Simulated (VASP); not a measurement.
# Sb (I4_1/amd) in VASP: a series of runs, part 2 of 2

VASP 6.6.1. The steps go on from the part before.

### Step 3. Relaxation of cell and atoms, PBE, target pressure 100 GPa, at which the enthalpy is minimised

This run uses another cell than the first one, of 17.25 Å³/atom.

INCAR reads:

```
ALGO = Normal ; EDIFF = 1E-7
EDIFFG = -0.005 ; ENCUT = 600
GGA = PE ; IBRION = 2
ISIF = 3 ; ISMEAR = -1
LASPH = T ; LCHARG = F
LREAL = F ; LWAVE = F
NELM = 60 ; NSW = 32
PREC = Accurate ; PSTRESS = 1000.0
SIGMA = 0.08
```

KPOINTS reads:

```
k-points
0
Gamma
  16 16 16
```

POSCAR reads:

```
Sb
1.0
   -2.5330221682      2.5330221682      1.3440932623
    2.5330221682     -2.5330221682      1.3440932623
    2.5330221682      2.5330221682     -1.3440932623
Sb
2
Direct
   -0.3750000000     -0.1250000000     -0.2500000000
    0.3750000000      0.1250000000      0.2500000000
```

Potentials or basis: VASP PAW PBE potentials, release 64 (Sb).

Started as:

```console
cat potpaw_PBE.64/Sb/POTCAR > POTCAR
mpirun -np 1 vasp_std > vasp.out
```

OUTCAR:

```text
EDIFF = 1E-7
   EDIFFG = -0.005
   ENCUT = 600
   GGA = PE
   IBRION = 2
   ISIF = 3
   ISMEAR = -1
   LASPH = T
   LREAL = F
   NELM = 60
   NSW = 32
   PREC = Accurate
   PSTRESS = 1000.0

 ion  position               nearest neighbor table
   1  0.625  0.875  0.750-   2 2.62   2 2.62   2 2.62   2 2.62   2 3.24   2 3.24   2 3.24   2 3.24

   2  0.375  0.125  0.250-   1 2.62   1 2.62   1 2.62   1 2.62   1 3.24   1 3.24   1 3.24   1 3.24

  LATTYP: Found a body centered tetragonal cell.
 ALAT       =     5.0660443364
 C/A-ratio  =     0.5306283061

  Lattice vectors:

 A1 = (  -2.5330221682,   2.5330221682,   1.3440932623)
 A2 = (   2.5330221682,  -2.5330221682,   1.3440932623)
 A3 = (   2.5330221682,   2.5330221682,  -1.3440932623)

Analysis of symmetry for initial positions (statically):
=====================================================================
 Subroutine PRICEL returns:
 Original cell was already a primitive cell.

 Routine SETGRP: Setting up the symmetry group for a
 body centered tetragonal supercell.

 Subroutine GETGRP returns: Found 16 space group operations
 (whereof  4 operations were pure point group operations)
 out of a pool of 16 trial point group operations.

The static configuration has the point symmetry C_2h.
 The point group associated with its full space group is D_4h.

Analysis of symmetry for dynamics (positions and initial velocities):
=====================================================================
 Subroutine PRICEL returns:
 Original cell was already a primitive cell.

 Routine SETGRP: Setting up the symmetry group for a
 body centered tetragonal supercell.

 Subroutine GETGRP returns: Found 16 space group operations
 (whereof  4 operations were pure point group operations)
 out of a pool of 16 trial point group operations.

The dynamic configuration has the point symmetry C_2h.
[... 130 lines left out ...]
   LRPA    =     F    only Hartree local field effects (RPA)
 conjugate gradient relaxation of ions
 non-spin polarized calculation
  energy-cutoff  :      600.00
  volume of cell :       34.50
 maximum number of plane-waves:      1171
   NGX = 15   NGY = 15   NGZ = 15

--------------------------------------- Ionic step        1  -------------------------------------------

 number of electron      10.0000000 magnetization

 Free energy of the ion-electron system (eV)
  ---------------------------------------------------
  ext. energy  EPLUGINS =         0.00000000
  ---------------------------------------------------
  free energy    TOTEN  =        -3.27079519 eV

  energy without entropy =       -3.25335856  energy(sigma->0) =       -3.26207688

------------------------ aborting loop because EDIFF is reached ----------------------------------------

  FORCE on cell =-STRESS in cart. coord.  units (eV):
  Direction    XX          YY          ZZ          XY          YZ          ZX
  --------------------------------------------------------------------------------------
  -------------------------------------------------------------------------------------
  Total       21.9216838     21.9216838     21.9454465      0.0000000      0.0000000      0.0000000
  in kB     1018.1625403   1018.1625403   1019.2662092      0.0000000      0.0000000      0.0000000
  external PRESSURE =      18.5304299 kB  Pullay stress =    1000.0000000 kB
[... 63 lines left out ...]
--------------------------------------- Ionic step        3  -------------------------------------------

 number of electron      10.0000000 magnetization

 Free energy of the ion-electron system (eV)
  ---------------------------------------------------
  ext. energy  EPLUGINS =         0.00000000
  ---------------------------------------------------
  free energy    TOTEN  =        -3.36924598 eV

  energy without entropy =       -3.35174562  energy(sigma->0) =       -3.36049580

 E-fermi :  16.1578     XC(G=0): -12.1953

 val. band max:       16.1338165494   @ k =  -0.0625  -0.4375   0.0625
 cond. band min:      16.1676797334   @ k =  -0.1875   0.5000   0.0625
 fundamental gap:      0.0338631840
 Fermi energy:        16.1578249726

 k-point     1 :       0.0000    0.0000    0.0000
  band No.  band energies     occupation
      1      -1.9152      2.00000
      2       9.7762      2.00000
      3       9.8570      2.00000
      4       9.8570      2.00000
      5      15.9934      1.77291
      6      21.3873      0.00000
      7      21.3873      0.00000
      8      23.4508      0.00000
      9      23.8921      0.00000
[... 265 lines left out ...]
 k-point    24 :      -0.0625    0.0625    0.0000
  band No.  band energies     occupation
      1      -1.8663      2.00000
      2       8.6263      2.00000
      3       9.9174      2.00000
      4      10.8972      2.00000
      5      16.2211      0.62402
      6      20.8808      0.00000
      7      21.0913      0.00000
      8      23.5604      0.00000
      9      23.7384      0.00000

 [... further k-points ...]

------------------------ aborting loop because EDIFF is reached ----------------------------------------

  FORCE on cell =-STRESS in cart. coord.  units (eV):
  Direction    XX          YY          ZZ          XY          YZ          ZX
  --------------------------------------------------------------------------------------
  -------------------------------------------------------------------------------------
  Total       21.6262541     21.6262541     21.6270600      0.0000000     -0.0000000     -0.0000000
  in kB      999.9097312    999.9097312    999.9469958      0.0000000     -0.0000000     -0.0000000
  external PRESSURE =      -0.0778472 kB  Pullay stress =    1000.0000000 kB
[... 21 lines left out ...]
  energy  without entropy=       -3.3517456193  energy(sigma->0) =       -3.36049580

  enthalpy is  TOTEN    =        18.2589604275 eV   P V=       21.6282064041

 reached required accuracy - stopping structural energy minimisation
```

OSZICAR:

```text
N       E                     dE             d eps       ncg     rms          rms(c)
DAV:   1     0.501035039690E+02    0.50104E+02   -0.41513E+03  6282   0.103E+03
DAV:   2    -0.155165668195E+01   -0.51655E+02   -0.50834E+02  8469   0.153E+02
DAV:   3    -0.334674564793E+01   -0.17951E+01   -0.17064E+01  8251   0.308E+01
[... 22 lines left out ...]
DAV:   5    -0.336924648205E+01    0.65094E-05   -0.33324E-06  6796   0.154E-02    0.658E-03
DAV:   6    -0.336924624817E+01    0.23388E-06   -0.58635E-08  4444   0.275E-03    0.195E-03
DAV:   7    -0.336924611656E+01    0.13161E-06   -0.50751E-09  3312   0.726E-04    0.719E-04
DAV:   8    -0.336924598562E+01    0.13094E-06   -0.15275E-09  3237   0.376E-04    0.254E-05
DAV:   9    -0.336924597656E+01    0.90515E-08   -0.24390E-10  3209   0.169E-04
   3 F= 0.18258960E+02 E0= 0.18267711E+02  d E =-.877178E-03
```

Run time: 2.6 min. Hardware: 1 thread of Intel Xeon Platinum 8488C (Sapphire Rapids), shared host; peak memory 0.27 GiB.

What came out:

| Quantity | Value |
| --- | --- |
| Free energy | -3.3692 eV |
| Relaxed volume | 17.33 Å³/atom |
| Relaxed cell | a = 3.832 Å, b = 3.832 Å, c = 3.832 Å, α = 97.09°, β = 97.09°, γ = 138.86° |
| Space group after relaxing (to 0.1 Å) | I4_1/amd (No. 141) |
| Energy change on relaxing (the run minimises the enthalpy) | -49.2 meV/atom |
| Ionic steps | 3 |
| Pressure after relaxing | 100.0 GPa |
| Band gap on the k mesh | zero (bands 5 and 6 overlap by 8.03 eV) |

Step by step:
```tsv
step	energy change (eV)	largest force (eV/Å)	pressure (GPa)	volume (Å³)
1	0.0000	0.0000	101.85	34.50
2	-0.6027	0.0000	90.49	35.50
3	-0.0985	0.0000	99.99	34.65
```

Final structure:
```yaml
crystal:
  lattice:
    - [-2.53677, 2.53677, 1.34620]
    - [2.53677, -2.53677, 1.34620]
    - [2.53677, 2.53677, -1.34620]
  atoms:
    - { symbol: Sb, position: [0.62500, 0.87500, 0.75000] }
    - { symbol: Sb, position: [0.37500, 0.12500, 0.25000] }
```

Levels at points of the mesh, in eV from the Fermi level:
| k point | band 2 | band 3 | band 4 | band 5 | band 6 | band 7 | band 8 | band 9 |
| --- | --- | --- | --- | --- | --- | --- | --- | --- |
| (0.00, 0.00, 0.00) | -6.38 | -6.30 | -6.30 | -0.16 | 5.23 | 5.23 | 7.29 | 7.73 |
| (0.50, 0.00, 0.00) | -10.29 | -5.77 | -5.07 | -4.78 | -0.68 | 0.99 | 3.78 | 5.88 |
| (0.50, 0.50, 0.00) | -14.95 | -2.61 | -2.61 | -0.79 | -0.79 | 5.66 | 5.66 | 9.12 |
| (0.50, 0.50, 0.50) | -12.66 | -10.32 | -10.32 | 4.42 | 4.42 | 10.17 | 10.17 | 11.90 |

Caveat: the cell is relaxed towards a set pressure, so the run minimises the enthalpy, not the energy; spin-orbit coupling is left out, which moves the levels of the heavy elements.

The gap in the log of VASP goes by the Fermi energy; the results here count the filled bands.